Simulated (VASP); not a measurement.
A run of VASP 6.6.1:

The input POSCAR:

```
ZnS
1.0
    0.0000000000      2.6370337500      2.7046500000
    2.7722662500      0.0000000000      2.7046500000
    2.7722662500      2.6370337500      0.0000000000
Zn S
1 1
Direct
    0.0000000000      0.0000000000      0.0000000000
    0.7500000000      0.7500000000      0.7500000000
```

Contents of INCAR.step1:

```
PREC     = Accurate       # precision mode
ENCUT    = 520            # plane-wave cutoff, eV
ISMEAR   = 0              # smearing method
SIGMA    = 0.05           # smearing width, eV
LREAL    = F              # projectors in reciprocal space
LASPH    = T              # aspherical terms in the spheres
NELM     = 100            # most SCF steps
NBANDS   = 16             # bands
GGA      = PE             # functional
ALGO     = Normal         # electronic algorithm
EDIFF    = 1E-4           # SCF threshold, eV
LWAVE    = T              # write WAVECAR
LCHARG   = F              # write CHGCAR
```

Contents of INCAR.step2:

```
PREC     = Accurate       # precision mode
ENCUT    = 520            # plane-wave cutoff, eV
EDIFF    = 1E-6           # SCF threshold, eV
ISMEAR   = 0              # smearing method
SIGMA    = 0.05           # smearing width, eV
LREAL    = F              # projectors in reciprocal space
LASPH    = T              # aspherical terms in the spheres
NELM     = 100            # most SCF steps
ALGO     = Normal         # electronic algorithm
ISIF     = 2              # what is computed and relaxed
LWAVE    = F              # write WAVECAR
LCHARG   = F              # write CHGCAR
METAGGA  = R2SCAN         # meta-GGA
LMIXTAU  = T            
NBANDS   = 16             # bands
ISTART   = 1
```

File KPOINTS:

```
regular mesh
0
Gamma
  8 8 8
```

Potentials or basis: VASP PAW PBE potentials, release 64 (Zn, S).

The run is started by

```sh
$ cat potpaw_PBE.64/Zn/POTCAR potpaw_PBE.64/S/POTCAR > POTCAR
$ cp INCAR.step1 INCAR
$ mpirun -np 1 vasp_std > vasp.out
$ cp INCAR.step2 INCAR
$ mpirun -np 1 vasp_std > vasp.out
```

Hardware: 1 thread of Intel(R) Xeon(R) Platinum 8488C (Sapphire Rapids), on a shared host.

How long does it take, and how much memory?

Wall time 3 min on 1 thread of Intel(R) Xeon(R) Platinum 8488C (Sapphire Rapids) (shared host), peak memory 0.2 GiB. Counts: k points 95.
